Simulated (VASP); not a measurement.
Ge: single point with PBEsol

Crystal: Ge.

```
Ge
1.0
     1.38261   -2.51950    0.00000
     1.38261    2.51950    0.00000
     0.00000    0.00000    2.66916
Ge
1
Direct
  0.50000 0.50000 0.00000
```

This cell differs from its parent crystal: strain +0.0100 x Voigt [0, 0, 1, 0, 0, 0].

```
Program                : VASP 6.6.1
Task                   : single point
Functional             : PBEsol
Potentials or basis    : VASP PAW PBE potentials, release 64 (Ge_d)
Cutoff                 : 520 eV
k mesh                 : 24 × 24 × 22
Occupations            : gaussian, width 0.15 eV
Spin                   : no spin polarisation
Dipole correction      : no
Further INCAR settings : ALGO = Normal; EDIFF = 1e-06; NBANDS = 13
```

```yaml
Pressure: -0.8 GPa
Band_gap_on_the_k_mesh: zero (bands 7 and 8 overlap by 10.29 eV)
```

Stress tensor (GPa, compression positive):
```
 1.23  0.00  0.00
 0.00 -1.18  0.00
 0.00  0.00 -2.40
```

Levels at points of the mesh, in eV from the Fermi level:
```csv
k point,band 4,band 5,band 6,band 7,band 8,band 9,band 10,band 11
"(0.00, 0.00, 0.00)",-24.47,-24.46,-13.33,6.65,7.93,9.03,10.22,13.35
"(0.50, 0.00, 0.00)",-24.48,-24.48,-7.95,-5.66,3.81,7.84,10.81,16.50
"(0.50, 0.50, 0.00)",-24.48,-24.47,-8.59,-5.83,5.14,9.09,10.31,16.28
"(0.00, 0.00, 0.50)",-24.53,-24.50,-9.41,-6.06,10.90,12.00,16.79,16.92
"(0.50, 0.00, 0.50)",-24.47,-24.38,-3.61,-2.51,-1.74,3.45,6.79,12.19
"(0.50, 0.50, 0.50)",-24.48,-24.39,-4.34,-2.64,-2.22,3.16,8.14,13.54
```

Wall time 2.5 min on 1 thread of Intel(R) Xeon(R) Platinum 8259CL CPU @ 2.50GHz (Skylake/Cascade Lake), on a shared host, peak memory 0.49 GiB.

Caveat: the cell differs from its parent crystal (strain +0.0100 x Voigt [0, 0, 1, 0, 0, 0]); the PAW data sets were made with another functional, which shifts forces and pressure a little.
